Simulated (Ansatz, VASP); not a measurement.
# MgF2: VASP beside Ansatz

```
Mg F
1.0
     4.69760    0.00000    0.00000
     0.00000    4.69760    0.00000
     0.00000    0.00000    3.09307
Mg F
2 4
Direct
  0.00000 0.00000 0.00000
  0.50000 0.50000 0.50000
  0.30356 0.30356 0.00000
  0.19644 0.80356 0.50000
  0.69644 0.69644 0.00000
  0.80356 0.19644 0.50000
```

Alike in both runs: task single point; functional PBE; k mesh 6 × 6 × 8; occupations gaussian, width 0.02 eV; no spin polarisation.

|  | VASP | Ansatz |
| --- | --- | --- |
| version | VASP 6.6.1 | Ansatz 0.2.0 |
| potentials or method | VASP PAW PBE potentials, release 64 (Mg, F), cutoff 600 eV | scalar-relativistic, plane waves, PAW |
| valence electrons in the cell | 32 | 48 |

|  | VASP | Ansatz | Ansatz less VASP |
| --- | --- | --- | --- |
| gap on the k mesh at the Fermi level (eV) | 6.80 | 6.84 | +0.040 |
| least direct gap on the mesh (eV) | 6.80 | 6.84 | +0.040 |

With one functional, cell and mesh, what is left measures potentials, basis and numerics. VASP's potentials hold 32 valence electrons a cell and Ansatz's 48, so a difference there can come from the potentials and not from the codes.
